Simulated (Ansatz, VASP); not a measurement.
TiO2: VASP beside Ansatz

INCAR

```
SYSTEM = TiO2
PREC     = Accurate       ! precision mode
ENCUT    = 520            ! plane-wave cutoff, eV
EDIFF    = 1E-6           ! SCF threshold, eV
ISMEAR   = 0              ! smearing method
SIGMA    = 0.05           ! smearing width, eV
LREAL    = .False.        ! projectors in reciprocal space
LASPH    = .True.         ! aspherical terms in the spheres
NELM     = 80             ! most SCF steps
ALGO     = Normal         ! electronic algorithm
ISIF     = 2              ! what is computed and relaxed
LWAVE    = .False.        ! write WAVECAR
LCHARG   = .False.        ! write CHGCAR
GGA      = PS             ! functional
NBANDS   = 33             ! bands
```

KPOINTS

```
Automatic mesh
0
Gamma
  6 6 10
  0 0 0
```

Contents of POSCAR:

```
TiO2
1.0
    4.5912476203      0.0286952976      0.0000000000
    0.0286952976      4.5912476203      0.0000000000
    0.0000000000      0.0000000000      2.9389940195
Ti O
2 4
Direct
    0.0000000000      0.0000000000      0.0000000000
    0.5000000000      0.5000000000      0.5000000000
    0.3044387440      0.3044387440      0.0000000000
    0.1955612560      0.8044387440      0.5000000000
    0.6955612560      0.6955612560      0.0000000000
    0.8044387440      0.1955612560      0.5000000000
```

Input for Ansatz:

```yaml
crystal:
  lattice:
    - [4.5912476203, 0.0286952976, 0.0]
    - [0.0286952976, 4.5912476203, 0.0]
    - [0.0, 0.0, 2.9389940195]
  atoms:
    - { symbol: Ti, position: [0.0, 0.0, 0.0] }
    - { symbol: Ti, position: [0.5, 0.5, 0.5] }
    - { symbol: O, position: [0.304438744, 0.304438744, 0.0] }
    - { symbol: O, position: [0.195561256, 0.804438744, 0.5] }
    - { symbol: O, position: [0.695561256, 0.695561256, 0.0] }
    - { symbol: O, position: [0.804438744, 0.195561256, 0.5] }
basis:
  ecutwfc: 420
kpoints:
  mp_grid: { grid: [6, 6, 10] }
hamiltonian:
  xc: pbesol
scf:
  occupations: { method: gaussian, width: 0.05 }
output:
  forces: true
  stress: true
  eigenvalues: true
```

Change from the starting cell: strain +0.0125 x Voigt [0, 0, 0, 0, 0, 1], atoms carried along.

Alike in both runs: task single point; functional PBEsol; k mesh 6 × 6 × 10; occupations gaussian, width 0.05 eV; no spin polarisation.

|  | VASP | Ansatz |
| --- | --- | --- |
| version | VASP 6.6.1 | Ansatz 0.2.0 |
| potentials or method | VASP PAW PBE potentials, release 64 (Ti_sv, O), cutoff 520 eV | scalar-relativistic, plane waves, PAW |
| valence electrons in the cell | 48 | 48 |

|  | VASP | Ansatz | Ansatz less VASP |
| --- | --- | --- | --- |
| gap on the k mesh at the Fermi level (eV) | 1.84 | 1.87 | +0.027 |
| least direct gap on the mesh (eV) | 1.84 | 1.87 | +0.027 |
| pressure (GPa) | 0.7 | 0.0 | -0.64 |
| traceless stress, the component that is largest in VASP (GPa) | -2.90 | -2.87 | +0.022 |
| rms of the force components (eV/Å) | 0.015 | 0.010 | -0.0046 |

VASP's potentials were made for PBE, not for PBEsol. Atom by atom the forces differ by 0.012 eV/Å (rms over components).
